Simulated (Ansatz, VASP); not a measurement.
## Two plane-wave programs on HfB

```
Hf B
1.0
     0.00000    2.31000    2.31000
     2.31000    0.00000    2.31000
     2.31000    2.31000    0.00000
Hf B
1 1
Direct
  0.50000 0.50000 0.50000
  0.98918 0.98918 0.01082
```

Change from the starting cell: all B atoms moved +0.050 Å, as atom 2 towards its neighbour atom 1 (Hf) at 2.310 Å.

Alike in both runs: task single point; functional PBE; k mesh 18 × 18 × 18; occupations gaussian, width 0.15 eV; no spin polarisation.

|  | VASP | Ansatz |
| --- | --- | --- |
| version | VASP 6.6.1 | Ansatz 0.2.0 |
| potentials or method | VASP PAW PBE potentials, release 64 (Hf_pv, B), cutoff 520 eV | scalar-relativistic, plane waves, PAW |
| valence electrons in the cell | 13 | 29 |

```tsv
	VASP	Ansatz	Ansatz less VASP
gap on the k mesh at the Fermi level (eV)	none	none	-
rms of the force components (eV/Å)	0.332	0.333	+0.0005
```

Atom by atom the forces differ by 0.001 eV/Å (rms over components). A gap of «none» marks a metal or a gap that the smearing closes. VASP's potentials hold 13 valence electrons a cell and Ansatz's 29, so a difference there can come from the potentials and not from the codes.

Neither program's run includes spin-orbit coupling.
